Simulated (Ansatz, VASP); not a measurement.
One calculation of Hf3BiPt, two programs

```
CELL_PARAMETERS angstrom
5.10374 0.00000 0.00000
0.00000 5.10374 0.00000
0.00000 0.00000 5.10374
ATOMIC_POSITIONS crystal
Hf 0.00000 0.50000 0.50000
Hf 0.50000 0.00000 0.50000
Hf 0.50000 0.50000 0.00000
Bi 0.00000 0.00000 0.00000
Pt 0.50000 0.50000 0.50000
```

Alike in both runs: task relaxation of cell and atoms; functional PBE; k mesh 8 × 8 × 8; occupations gaussian, width 0.1 eV; no spin polarisation.

```csv
,VASP,Ansatz
version,VASP 6.6.1,Ansatz 0.2.0
potentials or method,"VASP PAW PBE potentials, release 64 (Hf_pv, Bi_d, Pt), cutoff 600 eV","scalar-relativistic, plane waves, PAW"
valence electrons in the cell,55,111
```

```tsv
	VASP	Ansatz	Ansatz less VASP
gap on the k mesh at the Fermi level, each at its own relaxed structure (eV)	none	none	-
relaxed volume (Å³/atom)	26.41	26.61	+0.199
relaxed cell length with the largest relative difference (Å)	5.092	5.105	+0.0128
```

A gap of «none» marks a metal or a gap that the smearing closes. VASP's potentials hold 55 valence electrons a cell and Ansatz's 111, so a difference there can come from the potentials and not from the codes.

Spin-orbit coupling is off throughout.
